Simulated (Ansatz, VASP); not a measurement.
# Two plane-wave programs on KMgF3

```
K Mg F
1.0
     4.05516    0.00000    0.00000
     0.00000    4.05516    0.00000
     0.00000    0.00000    4.05516
K Mg F
1 1 3
Direct
  0.50000 0.50000 0.50000
  0.00000 0.00000 0.00000
  0.50000 0.00000 0.00000
  0.00000 0.50000 0.00000
  0.00000 0.00000 0.50000
```

Alike in both runs: functional PBE; k mesh 6 × 6 × 6; occupations gaussian, width 0.02 eV; no spin polarisation.

Ansatz relaxed the structure, and its values are those at the end. VASP's run is a single point on that final structure, the one shown.

|  | VASP | Ansatz |
| --- | --- | --- |
| version | VASP 6.6.1 | Ansatz 0.2.0 |
| potentials or method | VASP PAW PBE potentials, release 64 (K_sv, Mg, F), cutoff 520 eV | scalar-relativistic, plane waves, PAW |
| valence electrons in the cell | 32 | 40 |

```tsv
	VASP	Ansatz	Ansatz less VASP
gap on the k mesh at the Fermi level (eV)	6.92	6.96	+0.031
least direct gap on the mesh (eV)	7.25	7.27	+0.029
pressure (GPa)	-0.5	0.0	+0.42
```

VASP's potentials hold 32 valence electrons a cell and Ansatz's 40, so a difference there can come from the potentials and not from the codes.
